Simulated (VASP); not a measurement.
# Ir (Pm-3m) in VASP: a series of runs

Ir is run at these levels: LDA; tasks: single point, relaxation of cell and atoms.

Everything below comes from runs of VASP 6.6.1. Logs are shortened: lines on timing, memory, paths and dates and some standing lists are left out, and cuts for length are marked.

### 1 The cell of the first run

It takes space group Pm-3m (No. 221, cubic). Conventional cell: a = 2.458 Å, b = 2.458 Å, c = 2.458 Å, α = 90.00°, β = 90.00°, γ = 90.00°. Within 3.2 Å of Ir (site symmetry m-3m) lie 6 Ir at 2.46 Å.

### 2 Single point, LDA

File INCAR:

```
  PREC = Accurate
  ENCUT = 520
  EDIFF = 1E-7
  ISMEAR = 1
  SIGMA = 0.1
  LREAL = F
  LASPH = T
  NELM = 60
  ALGO = Normal
  ISIF = 2
  LWAVE = F
  LCHARG = F
  GGA = CA
  NBANDS = 10
```

File KPOINTS:

```
Automatic mesh
0
Gamma
  9 9 9
```

File POSCAR:

```
Ir
1.0
    2.4584647799      0.0000000000      0.0000000000
    0.0000000000      2.4584647799      0.0000000000
    0.0000000000      0.0000000000      2.4584647799
Ir
1
Direct
    0.0000000000      0.0000000000      0.0000000000
```

Potentials or basis: VASP PAW LDA potentials, release 64 (Ir).

The run is started by

```bash
> cat potpaw_LDA.64/Ir/POTCAR > POTCAR
> mpirun -np 1 vasp_std > vasp.out
```

OUTCAR:

```text
PREC = Accurate
   ENCUT = 520
   EDIFF = 1E-7
   ISMEAR = 1
   LREAL = F
   LASPH = T
   NELM = 60
   ISIF = 2
   GGA = CA

 ion  position               nearest neighbor table
   1  0.000  0.000  0.000-

  LATTYP: Found a simple cubic cell.
 ALAT       =     2.4584647799

  Lattice vectors:

 A1 = (   2.4584647799,   0.0000000000,   0.0000000000)
 A2 = (   0.0000000000,   2.4584647799,   0.0000000000)
 A3 = (   0.0000000000,   0.0000000000,   2.4584647799)

Analysis of symmetry for initial positions (statically):
=====================================================================
 Subroutine PRICEL returns:
 Original cell was already a primitive cell.

 Routine SETGRP: Setting up the symmetry group for a
 simple cubic supercell.

 Subroutine GETGRP returns: Found 48 space group operations
 (whereof 48 operations were pure point group operations)
 out of a pool of 48 trial point group operations.

The static configuration has the point symmetry O_h .

Analysis of symmetry for dynamics (positions and initial velocities):
=====================================================================
 Subroutine PRICEL returns:
 Original cell was already a primitive cell.

 Routine SETGRP: Setting up the symmetry group for a
 simple cubic supercell.

 Subroutine GETGRP returns: Found 48 space group operations
 (whereof 48 operations were pure point group operations)
 out of a pool of 48 trial point group operations.

The dynamic configuration has the point symmetry O_h .

 Subroutine INISYM returns: Found 48 space group operations
 (whereof 48 operations are pure point group operations),
 and found     1 'primitive' translations

----------------------------------------------------------------------------------------

                                     Primitive cell

  volume of cell :      14.8591

  direct lattice vectors                    reciprocal lattice vectors
     2.458464780  0.000000000  0.000000000     0.406757912  0.000000000  0.000000000
     0.000000000  2.458464780  0.000000000     0.000000000  0.406757912  0.000000000
     0.000000000  0.000000000  2.458464780     0.000000000  0.000000000  0.406757912

  length of vectors
     2.458464780  2.458464780  2.458464780     0.406757912  0.406757912  0.406757912

  position of ions in fractional coordinates (direct lattice)
     0.000000000  0.000000000  0.000000000

  ion indices of the primitive-cell ions
   primitive index   ion index
                 1           1

----------------------------------------------------------------------------------------

 KPOINTS: Automatic mesh

Automatic generation of k-mesh.
 Grid dimensions read from file:
 generate k-points for:    9    9    9

 Generating k-lattice:

  Cartesian coordinates                     Fractional coordinates (reciprocal lattice)
     0.045195324  0.000000000  0.000000000     0.111111111  0.000000000  0.000000000
     0.000000000  0.045195324  0.000000000     0.000000000  0.111111111  0.000000000
     0.000000000  0.000000000  0.045195324     0.000000000  0.000000000  0.111111111

  Length of vectors
     0.045195324  0.045195324  0.045195324

  Shift w.r.t. Gamma in fractional coordinates (k-lattice)
     0.000000000  0.000000000  0.000000000

 Subroutine IBZKPT returns following result:
 ===========================================

 Found     35 irreducible k-points:

 Following reciprocal coordinates:
            Coordinates               Weight
  0.000000  0.000000  0.000000      1.000000
  0.111111  0.000000  0.000000      6.000000
  0.222222  0.000000  0.000000      6.000000
  0.333333  0.000000  0.000000      6.000000
  0.444444  0.000000  0.000000      6.000000
  0.111111  0.111111  0.000000     12.000000
[... 16 lines left out ...]
  0.333333  0.333333  0.111111     24.000000
  0.444444  0.333333  0.111111     48.000000
 [... further k-points ...]
   k-points           NKPTS =     35   k-points in BZ     NKDIM =     35   number of bands    NBANDS=     10
   number of dos      NEDOS =    301   number of ions     NIONS =      1
   total plane-waves  NPLWV =   5832
   dimension x,y,z NGX =    18 NGY =   18 NGZ =   18
   dimension x,y,z NGXF=    36 NGYF=   36 NGZF=   36
   ions per type =               1
   NGX,Y,Z   is equivalent  to a cutoff of  12.17, 12.17, 12.17 a.u.
   NGXF,Y,Z  is equivalent  to a cutoff of  24.34, 24.34, 24.34 a.u.
 SYSTEM =  unknown system
   PREC   = accura    normal or accurate (medium, high low for compatibility)
   ISTART =      0    job   : 0-new  1-cont  2-samecut
   ICHARG =      2    charge: 1-file 2-atom 10-const
   ISPIN  =      1    spin polarized calculation?
   LNONCOLLINEAR =      F non collinear calculations
   LSORBIT =      F    spin-orbit coupling
   LASPH  =      T    aspherical Exc in radial PAW
   ENCUT  =  520.0 eV  38.22 Ry    6.18 a.u.   4.57  4.57  4.57*2*pi/ulx,y,z
   NELM   =     60;   NELMIN=  2; NELMDL= -5     # of ELM steps
   EDIFF  = 0.1E-06   stopping-criterion for ELM
   LREAL  =      F    real-space projection
   EDIFFG = 0.1E-05   stopping-criterion for IOM
   NSW    =      0    number of steps for IOM
   IBRION =     -1    ionic relax: 0-MD 1-quasi-New 2-CG
   NFREE  =      0    steps in history (QN), initial steepest desc. (CG)
   ISIF   =      2    stress and relaxation
   ISYM   =      2    0-nonsym 1-usesym 2-fastsym
   POTIM  = 0.5000    time-step for ionic-motion
   TEBEG  =    0.0;   TEEND  =   0.0 temperature during run
   PSTRESS=    0.0 pullay stress
   NELECT =       9.0000    total number of electrons
   NUPDOWN=      -1.0000    fix difference up-down
   EMIN   =  10.00;   EMAX   =-10.00  energy-range for DOS
   EFERMI =   0.00;   METHOD = LEGACY
   ISMEAR =     1;   SIGMA  =   0.10  broadening in eV -4-tet -1-fermi 0-gaus
   EFERMI_NEDOS =   21; number of points for ismear=-14 and -15
   IALGO  =     38    algorithm
   IMIX   =      4    mixing-type and parameters
     AMIX     =   0.40;   BMIX     =  1.00
     AMIX_MAG =   1.60;   BMIX_MAG =  1.00
  volume/ion in A,a.u.               =      14.86       100.27
  Fermi-wavevector in a.u.,A,eV,Ry     =   1.385134  2.617523 26.104072  1.918595
  Thomas-Fermi vector in A             =   2.509572
   LORBIT       =      0    0 simple, 1 ext, 2 COOP (PROOUT), +10 PAW based schemes
   GGA     = CA    functional components
   LHFCALC =     F    Hartree Fock is set to
   AEXX    =    0.0000 exact exchange contribution
   IVDW    =     0    specifies the selected vdW correction
   LEPSILON=     F    determine dielectric tensor
   LRPA    =     F    only Hartree local field effects (RPA)
 non-spin polarized calculation
 Methfessel and Paxton  Order N= 1 SIGMA  =   0.10
  energy-cutoff  :      520.00
  volume of cell :       14.86
 maximum number of plane-waves:       413
   NGX =  9   NGY =  9   NGZ =  9

 number of electron       8.9999998 magnetization

 Free energy of the ion-electron system (eV)
  ---------------------------------------------------
  ext. energy  EPLUGINS =         0.00000000
  ---------------------------------------------------
  free energy    TOTEN  =        -9.04171123 eV

  energy without entropy =       -9.04066817  energy(sigma->0) =       -9.04136354

 E-fermi :   9.4088     XC(G=0): -13.6914

 val. band max:        9.3729523696   @ k =   0.4444   0.2222   0.1111
 cond. band min:       9.4225585409   @ k =   0.2222   0.1111   0.0000
 fundamental gap:      0.0496061714
 Fermi energy:         9.4087727152

 k-point     1 :       0.0000    0.0000    0.0000
  band No.  band energies     occupation
      1      -0.9656      2.00000
      2       2.1933      2.00000
      3       2.1933      2.00000
      4      11.0345     -0.00000
      5      11.0345     -0.00000
      6      11.0345     -0.00000
      7      25.8044      0.00000
      8      25.8044      0.00000
      9      25.8044      0.00000
     10      32.5269      0.00000

 k-point     2 :       0.1111    0.0000    0.0000
  band No.  band energies     occupation
      1      -0.5469      2.00000
      2       2.2878      2.00000
      3       2.6580      2.00000
      4      10.5129     -0.00000
      5      10.5129     -0.00000
      6      11.0749     -0.00000
      7      23.6149      0.00000
      8      26.6241      0.00000
      9      26.6241      0.00000
     10      32.7579      0.00000

 k-point     3 :       0.2222    0.0000    0.0000
  band No.  band energies     occupation
      1       0.4269      2.00000
      2       2.5359      2.00000
      3       4.0960      2.00000
      4       9.3719      1.57917
      5       9.3719      1.57917
      6      11.1786     -0.00000
      7      20.2998      0.00000
      8      28.5838      0.00000
      9      28.5838      0.00000
     10      29.5689      0.00000

 k-point     4 :       0.3333    0.0000    0.0000
  band No.  band energies     occupation
      1       1.4586      2.00000
      2       2.8349      2.00000
      3       6.1918      2.00000
      4       8.2841      2.00000
      5       8.2841      2.00000
      6      11.2989     -0.00000
      7      17.7529      0.00000
      8      27.1839      0.00000
      9      30.8336      0.00000
     10      30.8336      0.00000
[... 222 lines left out ...]
 k-point    22 :       0.4444    0.2222    0.1111
  band No.  band energies     occupation
      1       3.6269      2.00000
      2       4.0537      2.00000
      3       5.7150      2.00000
      4       6.8158      2.00000
      5       9.3730      1.56531
      6      12.1035      0.00000
      7      17.2572      0.00000
      8      26.5597      0.00000
      9      28.3890      0.00000
     10      29.6242      0.00000

 k-point    23 :       0.3333    0.3333    0.1111
  band No.  band energies     occupation
      1       3.0210      2.00000
      2       4.0321      2.00000
      3       7.4228      2.00000
      4       7.4660      2.00000
      5       8.9157      2.00000
      6      10.2943     -0.00000
      7      20.1211      0.00000
      8      23.0434      0.00000
      9      28.7688      0.00000
     10      30.8303      0.00000

 k-point    24 :       0.4444    0.3333    0.1111
  band No.  band energies     occupation
      1       2.5946      2.00000
      2       4.2399      2.00000
      3       7.0426      2.00000
      4       7.6210      2.00000
      5       9.5272     -0.07039
      6      13.2217      0.00000
      7      17.5061      0.00000
      8      24.2843      0.00000
      9      26.5148      0.00000
     10      30.5536      0.00000

 [... further k-points ...]

------------------------ aborting loop because EDIFF is reached ----------------------------------------

  FORCE on cell =-STRESS in cart. coord.  units (eV):
  Direction    XX          YY          ZZ          XY          YZ          ZX
  --------------------------------------------------------------------------------------
  -------------------------------------------------------------------------------------
  Total        2.9572096      2.9572096      2.9572096     -0.0000000     -0.0000000      0.0000000
  in kB      318.8604952    318.8604952    318.8604952     -0.0000000     -0.0000000      0.0000000
  external PRESSURE =     318.8604952 kB  Pullay stress =       0.0000000 kB

 VOLUME and BASIS-vectors are now :
 -----------------------------------------------------------------------------
  energy-cutoff  :      520.00
  volume of cell :       14.86
      direct lattice vectors                 reciprocal lattice vectors
     2.458464780  0.000000000  0.000000000     0.406757912  0.000000000  0.000000000
     0.000000000  2.458464780  0.000000000     0.000000000  0.406757912  0.000000000
     0.000000000  0.000000000  2.458464780     0.000000000  0.000000000  0.406757912

 POSITION                                       TOTAL-FORCE (eV/Angst)
 -----------------------------------------------------------------------------------
      0.00000      0.00000      0.00000         0.000000      0.000000      0.000000
 -----------------------------------------------------------------------------------
    total drift:                               -0.000000      0.000000      0.000000

  FREE ENERGIE OF THE ION-ELECTRON SYSTEM (eV)
  ---------------------------------------------------
  free  energy   TOTEN  =        -9.0417112288 eV

  energy  without entropy=       -9.0406681729  energy(sigma->0) =       -9.04136354
```

It took 2.9 s on 1 thread of Intel Xeon Platinum 8488C (Sapphire Rapids), shared host; peak memory 0.12 GiB.

Results:

```yaml
Free_energy: -9.0417 eV
Pressure: 31.9 GPa
```

Levels at points of the mesh, in eV from the Fermi level:
| k point | band 2 | band 3 | band 4 | band 5 | band 6 | band 7 | band 8 | band 9 |
| --- | --- | --- | --- | --- | --- | --- | --- | --- |
| (0.00, 0.00, 0.00) | -7.22 | -7.22 | 1.63 | 1.63 | 1.63 | 16.40 | 16.40 | 16.40 |

Caveat: spin-orbit coupling is left out, which moves the levels of the heavy elements.

### 3 Relaxation of cell and atoms, LDA

This run uses another cell than the first one, of 15.44 Å³/atom, 1.039 times its volume.

File INCAR:

```
ALGO = Normal
EDIFF = 1E-6
EDIFFG = -0.01
ENCUT = 600
GGA = CA
IBRION = 2
ISIF = 3
ISMEAR = 1
LASPH = True
LCHARG = False
LREAL = False
LWAVE = False
NELM = 60
NSW = 80
PREC = Accurate
SIGMA = 0.1
```

File KPOINTS:

```
k-points
0
Gamma
  9 9 9
```

File POSCAR:

```
Ir
1.0
    2.4900000000      0.0000000000      0.0000000000
    0.0000000000      2.4900000000      0.0000000000
    0.0000000000      0.0000000000      2.4900000000
Ir
1
Direct
    0.0000000000      0.0000000000      0.0000000000
```

Potentials or basis: VASP PAW LDA potentials, release 64 (Ir).

The run is started by

```bash
> cat potpaw_LDA.64/Ir/POTCAR > POTCAR
> mpirun -np 1 vasp_std > vasp.out
```

Run time: 7.2 s. Hardware: 1 thread of Intel Xeon Platinum 8488C (Sapphire Rapids), shared host; peak memory 0.13 GiB.

Results (log left out):

| Item | Value |
| --- | --- |
| Free energy | -9.1691 eV |
| Relaxed volume | 16.26 Å³/atom |
| Relaxed cell | a = 2.533 Å, b = 2.533 Å, c = 2.533 Å, α = 90.00°, β = 90.00°, γ = 90.00° |
| Space group after relaxing (to 0.05 Å) | Pm-3m (No. 221) |
| Energy gained by relaxing | 40.4 meV/atom |
| Ionic steps | 4 |
| Pressure after relaxing | -0.1 GPa |

The path:
| step | energy change (eV) | largest force (eV/Å) | pressure (GPa) | volume (Å³) |
| --- | --- | --- | --- | --- |
| 1 | 0.0000 | 0.0000 | 16.72 | 15.44 |
| 2 | 0.3282 | 0.0000 | -32.26 | 19.32 |
| 3 | -0.0401 | 0.0000 | -1.13 | 16.32 |
| 4 | -0.0404 | 0.0000 | -0.10 | 16.26 |

Final structure:
```yaml
crystal:
  lattice:
    - [2.53328, 0.00000, 0.00000]
    - [0.00000, 2.53328, 0.00000]
    - [0.00000, 0.00000, 2.53328]
  atoms:
    - { symbol: Ir, position: [0.00000, 0.00000, 0.00000] }
```

Levels at points of the mesh, in eV from the Fermi level:
| k point | band 2 | band 3 | band 4 | band 5 | band 6 | band 7 | band 8 |
| --- | --- | --- | --- | --- | --- | --- | --- |
| (0.00, 0.00, 0.00) | -6.36 | -6.36 | 1.39 | 1.39 | 1.39 | 15.80 | 15.80 |

Caveat: spin-orbit coupling is left out, which moves the levels of the heavy elements.

### 4 Relaxation of cell and atoms, LDA, target pressure 15 GPa, at which the enthalpy is minimised

This run uses another cell than the first one, of 15.44 Å³/atom, 1.039 times its volume.

File INCAR:

```
PREC = Accurate
ENCUT = 600
EDIFF = 1E-6
ISMEAR = 1
SIGMA = 0.1
LREAL = False
LASPH = True
NELM = 60
ALGO = Normal
ISIF = 3
LWAVE = False
LCHARG = False
IBRION = 2
NSW = 80
EDIFFG = -0.01
PSTRESS = 150.0
```

File KPOINTS:

```
Automatic mesh
0
Gamma
  9 9 9
```

POSCAR is that of step 3.

The run is started by

```bash
> cat potpaw_LDA.64/Ir/POTCAR > POTCAR
> mpirun -np 1 vasp_std > vasp.out
```

Run time: 5.7 s. Hardware: 1 thread of Intel Xeon Platinum 8488C (Sapphire Rapids), shared host; peak memory 0.13 GiB.

It converged, with:

```
Free energy                                            : -9.1361 eV
Relaxed volume                                         : 15.51 Å³/atom
Relaxed cell                                           : a = 2.494 Å, b = 2.494 Å, c = 2.494 Å, α = 90.00°, β = 90.00°, γ = 90.00°
Space group after relaxing (to 0.05 Å)                 : Pm-3m (No. 221)
Energy change on relaxing (the enthalpy is what falls) : -7.3 meV/atom
Ionic steps                                            : 3
Pressure after relaxing                                : 15.0 GPa
```

The path:
```tsv
step	energy change (eV)	largest force (eV/Å)	pressure (GPa)	volume (Å³)
1	0.0000	0.0000	16.72	15.44
2	-0.0291	0.0000	8.44	15.81
3	-0.0073	0.0000	14.98	15.51
```

Final structure:
```
CELL_PARAMETERS angstrom
2.49397 0.00000 0.00000
0.00000 2.49397 0.00000
0.00000 0.00000 2.49397
ATOMIC_POSITIONS crystal
Ir 0.00000 0.00000 0.00000
```

Levels at points of the mesh, in eV from the Fermi level:
| k point | band 1 | band 2 | band 3 | band 4 | band 5 | band 6 | band 7 | band 8 |
| --- | --- | --- | --- | --- | --- | --- | --- | --- |
| (0.00, 0.00, 0.00) | -9.96 | -6.79 | -6.79 | 1.51 | 1.51 | 1.51 | 16.11 | 16.11 |

Caveat: the cell is relaxed towards a set pressure, so the enthalpy falls and the energy may rise; spin-orbit coupling is left out, which moves the levels of the heavy elements.

(Continued in part 2 of 2.)
